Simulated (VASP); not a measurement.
# Ti: single point with PBEsol

The system is Ti.

```
CELL_PARAMETERS angstrom
0.00000 2.00041 4.82035
1.84673 0.00000 4.82035
1.84673 2.00041 0.00000
ATOMIC_POSITIONS crystal
Ti 0.85106 0.85106 0.14894
Ti 0.14894 0.14894 0.85106
```

```yaml
Program: VASP 6.6.1
Task: single point
Functional: PBEsol
Potentials_or_basis: VASP PAW PBE potentials, release 64 (Ti_sv)
Cutoff: 520 eV
k_mesh: 22 × 22 × 22
Occupations: gaussian, width 0.1 eV
Spin: no spin polarisation
Dipole_correction: no
Further_INCAR_settings: ALGO = Fast; EDIFF = 1e-06; NBANDS = 19
```

* Pressure: -0.7 GPa
* Largest force: 0.020 eV/Å
* Band gap on the k mesh: zero (bands 12 and 13 overlap by 0.85 eV)

Forces in eV/Å, atoms in the order of the input:
```
Ti   0.000  0.000 -0.020
Ti   0.000  0.000  0.020
```

Stress tensor (GPa, compression positive):
```
-0.70  0.00  0.00
 0.00 -0.71  0.00
 0.00  0.00 -0.82
```

Levels at points of the mesh, in eV from the Fermi level:
```csv
k point,band 10,band 11,band 12,band 13,band 14,band 15
"(0.00, 0.00, 0.00)",-2.47,-1.44,-0.22,-0.16,1.79,2.14
"(0.50, 0.00, 0.00)",-2.14,-0.75,-0.08,0.48,1.22,1.62
"(0.50, 0.50, 0.00)",-4.01,-1.63,-1.55,0.11,1.29,1.73
"(0.50, 0.00, 0.50)",-1.99,-1.76,-0.60,1.10,1.65,2.82
"(0.00, 0.50, 0.50)",-1.93,-1.35,-1.00,0.38,1.56,3.18
```

Run time: 36 min on 1 thread of Intel(R) Xeon(R) 6975P-C (Granite Rapids) (shared host), peak memory 0.9 GiB.

Caveat: the PAW data sets were made with another functional, which shifts forces and pressure a little.
